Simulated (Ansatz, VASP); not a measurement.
**ZrTi3C4: VASP beside Ansatz**

```
Zr Ti C
1.0
     3.39794    0.00000    0.00000
     0.00000    3.39794    0.00000
     0.00000    0.00000    9.61083
Zr Ti C
1 3 4
Direct
  0.00000 0.00000 0.00000
  0.50000 0.50000 0.25000
  0.00000 0.00000 0.50000
  0.50000 0.50000 0.75000
  0.00000 0.00000 0.25000
  0.50000 0.50000 0.50000
  0.00000 0.00000 0.75000
  0.50000 0.50000 0.00000
```

Alike in both runs: task relaxation of cell and atoms; functional PBE; k mesh 6 × 6 × 2; occupations gaussian, width 0.1 eV; no spin polarisation.

```csv
,VASP,Ansatz
version,VASP 6.6.1,Ansatz 0.2.0
potentials or method,"VASP PAW PBE potentials, release 64 (Zr_sv, Ti_sv, C), cutoff 600 eV","scalar-relativistic, plane waves, PAW"
valence electrons in the cell,64,64
```

Ansatz gave:

```
gap on the k mesh at the Fermi level, each at its own relaxed structure (eV) : none
relaxed volume (Å³/atom)                                                     : 10.98
relaxed length of the cell vector where the two differ most in proportion (Å)              : 3.148
```

Problem. What did VASP give for the same quantities?

Solution. gap on the k mesh at the Fermi level, each at its own relaxed structure (eV): none; relaxed volume (Å³/atom): 10.98; relaxed length of the cell vector where the two differ most in proportion (Å): 3.149.

A gap of «none» marks a metal or a gap that the smearing closes.

Noted on VASP's run: the volume moved by over 15 % at a fixed basis, so the end points are rough.
